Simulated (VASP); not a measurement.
# In2Ga3As5 (P1) in VASP: single point with PBE

Aim: the single point of In2Ga3As5 with PBE.

All numbers are computed with VASP 6.6.1; they aren't measurements. Logs are shortened: lines on timing, memory, paths and dates and some standing lists are left out, and cuts for length are marked.

## 1. The cell of the first run

The typed cell holds 10 atoms: a = 4.185 Å, b = 4.184 Å, c = 15.137 Å, α = 97.96°, β = 97.94°, γ = 90.00°.

## 2. Single point, PBE

The input, INCAR:

```
PREC = Accurate
ENCUT = 500
EDIFF = 1E-6
ISMEAR = 0
SIGMA = 0.2
LREAL = F
LASPH = T
NELM = 120
ALGO = Normal
ISIF = 2
LWAVE = F
LCHARG = F
GGA = PE
NBANDS = 56
GGA_COMPAT = F
```

The input, KPOINTS:

```
Automatic mesh
0
Gamma
  6 6 6
```

The input, POSCAR:

```
In2Ga3As5
1.0
    0.0000825007     -4.1851530589      0.0002948481
    4.1844816609     -0.0000807421     -0.0003975922
   -2.0941199501      2.0918791488     14.8446461655
In Ga As
2 3 5
Direct
    0.3516877598      0.8516120645      0.7029442137
    0.1486010963      0.6485052697      0.2970751804
    0.7499616870      0.2501052390      0.4999973708
    0.5471341996      0.0473509223      0.0943195795
    0.9526583712      0.4525774583      0.9056970360
    0.9062649852      0.9058272342      0.8122330374
    0.2968081491      0.2968452850      0.5935794074
    0.7032120095      0.7032331940      0.4063924581
    0.0938588262      0.0937867056      0.1877521718
    0.4998129159      0.5001566274      0.0000095451
```

Potentials or basis: VASP PAW PBE potentials, release 64 (In_d, Ga_d, As).

Started as:

```sh
> cat potpaw_PBE.64/In_d/POTCAR potpaw_PBE.64/Ga_d/POTCAR potpaw_PBE.64/As/POTCAR > POTCAR
> mpirun -np 1 vasp_std > vasp.out
```

OUTCAR:

```text
PREC = Accurate
   ENCUT = 500
   EDIFF = 1E-6
   ISMEAR = 0
   LREAL = F
   LASPH = T
   NELM = 120
   ISIF = 2
   GGA = PE

 ion  position               nearest neighbor table
   1  0.352  0.852  0.703-   6 2.65   6 2.65   7 2.65   7 2.65
   2  0.149  0.649  0.297-   9 2.65   9 2.65   8 2.65   8 2.65
   3  0.750  0.250  0.500-   7 2.51   8 2.51   8 2.51   7 2.51
   4  0.547  0.047  0.094-   9 2.51   9 2.51  10 2.52  10 2.52
   5  0.953  0.453  0.906-   6 2.51   6 2.51  10 2.52  10 2.52
   6  0.906  0.906  0.812-   5 2.51   5 2.51   1 2.65   1 2.65
   7  0.297  0.297  0.594-   3 2.51   3 2.51   1 2.65   1 2.65
   8  0.703  0.703  0.406-   3 2.51   3 2.51   2 2.65   2 2.65
   9  0.094  0.094  0.188-   4 2.51   4 2.51   2 2.65   2 2.65
  10  0.500  0.500  0.000-   4 2.52   4 2.52   5 2.52   5 2.52

  LATTYP: Found a triclinic cell.
 ALAT       =    18.2789189364
 B/A-ratio  =     0.2289239148
 C/A-ratio  =     0.2289606450
 COS(alpha) =     0.0000390016
 COS(beta)  =     0.1146002167
 COS(gamma) =     0.5721365429

  Lattice vectors:

 A1 = ( -10.4594075333,   2.0935161364, -14.8437482370)
 A2 = (  -4.1844816609,   0.0000807421,   0.0003975922)
 A3 = (  -0.0000825007,   4.1851530589,  -0.0002948481)

Analysis of symmetry for initial positions (statically):
=====================================================================
 Subroutine PRICEL returns:
 Original cell was already a primitive cell.

 Routine SETGRP: Setting up the symmetry group for a
 triclinic supercell.

 Subroutine GETGRP returns: Found  1 space group operations
 (whereof  1 operations were pure point group operations)
 out of a pool of  2 trial point group operations.

The static configuration has the point symmetry C_1 .

Analysis of symmetry for dynamics (positions and initial velocities):
=====================================================================
 Subroutine PRICEL returns:
 Original cell was already a primitive cell.

 Routine SETGRP: Setting up the symmetry group for a
 triclinic supercell.

 Subroutine GETGRP returns: Found  1 space group operations
 (whereof  1 operations were pure point group operations)
 out of a pool of  2 trial point group operations.

The dynamic configuration has the point symmetry C_1 .

 Subroutine INISYM returns: Found  1 space group operations
 (whereof  1 operations are pure point group operations),
 and found     1 'primitive' translations

[... 117 lines left out ...]
   ISYM   =      2    0-nonsym 1-usesym 2-fastsym
   POTIM  = 0.5000    time-step for ionic-motion
   TEBEG  =    0.0;   TEEND  =   0.0 temperature during run
   PSTRESS=    0.0 pullay stress
   NELECT =      90.0000    total number of electrons
   NUPDOWN=      -1.0000    fix difference up-down
   EMIN   =  10.00;   EMAX   =-10.00  energy-range for DOS
   EFERMI =   0.00;   METHOD = LEGACY
   ISMEAR =     0;   SIGMA  =   0.20  broadening in eV -4-tet -1-fermi 0-gaus
   EFERMI_NEDOS =   21; number of points for ismear=-14 and -15
   IALGO  =     38    algorithm
   IMIX   =      4    mixing-type and parameters
     AMIX     =   0.40;   BMIX     =  1.00
     AMIX_MAG =   1.60;   BMIX_MAG =  1.00
  volume/ion in A,a.u.               =      26.00       175.44
  Fermi-wavevector in a.u.,A,eV,Ry     =   1.149517  2.172271 17.978578  1.321388
  Thomas-Fermi vector in A             =   2.286186
   LORBIT       =      0    0 simple, 1 ext, 2 COOP (PROOUT), +10 PAW based schemes
   GGA     = PE    functional components
   LHFCALC =     F    Hartree Fock is set to
   AEXX    =    0.0000 exact exchange contribution
   IVDW    =     0    specifies the selected vdW correction
   LEPSILON=     F    determine dielectric tensor
   LRPA    =     F    only Hartree local field effects (RPA)
 non-spin polarized calculation
 Gauss-broadening in eV      SIGMA  =   0.20
  energy-cutoff  :      500.00
  volume of cell :      259.97
 maximum number of plane-waves:      6632
 NGX is ok and might be reduce to    32
   NGX = 15   NGY = 15   NGZ = 55

 number of electron      89.9999963 magnetization

 Free energy of the ion-electron system (eV)
  ---------------------------------------------------
  ext. energy  EPLUGINS =         0.00000000
  ---------------------------------------------------
  free energy    TOTEN  =       -40.04480180 eV

  energy without entropy =      -40.04120968  energy(sigma->0) =      -40.04300574

 E-fermi :   3.8633     XC(G=0):  -9.1324

 val. band max:        3.7236661487   @ k =   0.0000   0.0000   0.0000
 cond. band min:       4.0375591211   @ k =   0.0000   0.0000   0.1667
 fundamental gap:      0.3138929724
 Fermi energy:         3.8633412237

 k-point     1 :       0.0000    0.0000    0.0000
  band No.  band energies     occupation
      1     -11.1141      2.00000
      2     -11.1102      2.00000
      3     -11.0705      2.00000
      4     -11.0534      2.00000
      5     -11.0534      2.00000
      6     -11.0476      2.00000
[... 1405 lines left out ...]
     55       8.9701      0.00000
     56       9.0346      0.00000

 [... further k-points ...]

------------------------ aborting loop because EDIFF is reached ----------------------------------------

  FORCE on cell =-STRESS in cart. coord.  units (eV):
  Direction    XX          YY          ZZ          XY          YZ          ZX
  --------------------------------------------------------------------------------------
  -------------------------------------------------------------------------------------
  Total        0.1755719      0.1592066      0.1766019      0.0016311      0.0102970      0.0112341
  in kB        1.0820423      0.9811836      1.0883900      0.0100523      0.0634602      0.0692355
  external PRESSURE =       1.0505386 kB  Pullay stress =       0.0000000 kB

 VOLUME and BASIS-vectors are now :
 -----------------------------------------------------------------------------
  energy-cutoff  :      500.00
  volume of cell :      259.97
      direct lattice vectors                 reciprocal lattice vectors
     0.000082501 -4.185153059  0.000294848    -0.000001411 -0.238937515  0.033670419
     4.184481661 -0.000080742 -0.000397592     0.238981428  0.000007086  0.033711882
    -2.094119950  2.091879149 14.844646166     0.000006401  0.000004746  0.067364588

 POSITION                                       TOTAL-FORCE (eV/Angst)
 -----------------------------------------------------------------------------------
      2.09153     -0.00146     10.43472        -0.001158      0.000598     -0.005250
      2.09156     -0.00053      4.40976        -0.000144      0.000590      0.002437
     -0.00043     -2.09279      7.42241        -0.000953     -0.001898     -0.000060
      0.00067     -2.09254      1.40028         0.000378     -0.000602      0.002430
     -0.00276     -2.09245     13.44485         0.000768     -0.000876     -0.001916
      2.08958     -2.09384     12.05722         0.001643      0.000865     -0.006430
     -0.00086     -0.00052      8.81145         0.000699      0.001853      0.010152
      2.09169     -2.09298      6.03268         0.000346     -0.000434     -0.008076
     -0.00072     -0.00007      2.78710         0.001088      0.000865      0.008246
      2.09292     -2.09181      0.00009        -0.002668     -0.000960     -0.001533
 -----------------------------------------------------------------------------------
    total drift:                               -0.000253     -0.000198      0.000053

  FREE ENERGIE OF THE ION-ELECTRON SYSTEM (eV)
  ---------------------------------------------------
  free  energy   TOTEN  =       -40.0448017966 eV

  energy  without entropy=      -40.0412096837  energy(sigma->0) =      -40.04300574
```

OSZICAR:

```text
N       E                     dE             d eps       ncg     rms          rms(c)
DAV:   1     0.868840281566E+03    0.86884E+03   -0.38992E+04 13360   0.200E+03
DAV:   2     0.113307896532E+03   -0.75553E+03   -0.72884E+03 13080   0.578E+02
DAV:   3    -0.304895391504E+02   -0.14380E+03   -0.13924E+03 14504   0.206E+02
DAV:   4    -0.407040671712E+02   -0.10215E+02   -0.10134E+02 16056   0.534E+01
DAV:   5    -0.410167851402E+02   -0.31272E+00   -0.31236E+00 16960   0.105E+01    0.848E+00
DAV:   6    -0.401148242767E+02    0.90196E+00   -0.17748E+00 17848   0.122E+01    0.433E+00
DAV:   7    -0.400421519532E+02    0.72672E-01   -0.95571E-01 18240   0.386E+00    0.129E+00
DAV:   8    -0.400443087247E+02   -0.21568E-02   -0.16499E-01 16584   0.346E+00    0.588E-01
DAV:   9    -0.400432120376E+02    0.10967E-02   -0.16081E-02 15512   0.138E+00    0.357E-01
DAV:  10    -0.400446511389E+02   -0.14391E-02   -0.40202E-03 18656   0.353E-01    0.101E-01
DAV:  11    -0.400447839569E+02   -0.13282E-03   -0.58515E-04 17800   0.159E-01    0.350E-02
DAV:  12    -0.400447987097E+02   -0.14753E-04   -0.79064E-05 15504   0.703E-02    0.764E-03
DAV:  13    -0.400448009953E+02   -0.22856E-05   -0.10366E-05 16120   0.357E-02    0.463E-03
DAV:  14    -0.400448017966E+02   -0.80123E-06   -0.21148E-06 10768   0.184E-02
   1 F= -.40044802E+02 E0= -.40043006E+02  d E =-.359211E-02
```

Wall time 34 min (1 thread of Oxide Virtual Turin-like, shared host); peak memory 1.2 GiB.

Results:

| Item | Value |
| --- | --- |
| Free energy | -40.0448 eV |
| Pressure | 0.1 GPa |
| Largest force | 0.010 eV/Å |
| Band gap on the k mesh | zero (filled and empty bands touch) |

Forces in eV/Å, atoms in the order of the input:
```
In  -0.001  0.001 -0.005
In   0.000  0.001  0.002
Ga  -0.001 -0.002  0.000
Ga   0.000 -0.001  0.002
Ga   0.001 -0.001 -0.002
As   0.002  0.001 -0.006
As   0.001  0.002  0.010
As   0.000  0.000 -0.008
As   0.001  0.001  0.008
As  -0.003 -0.001 -0.002
```

Caveat: semilocal functionals underestimate gaps, and a narrow one can read as zero; spin-orbit coupling is left out, which moves the levels of the heavy elements.

The gap in the log of VASP goes by the Fermi energy; the results here count the filled bands.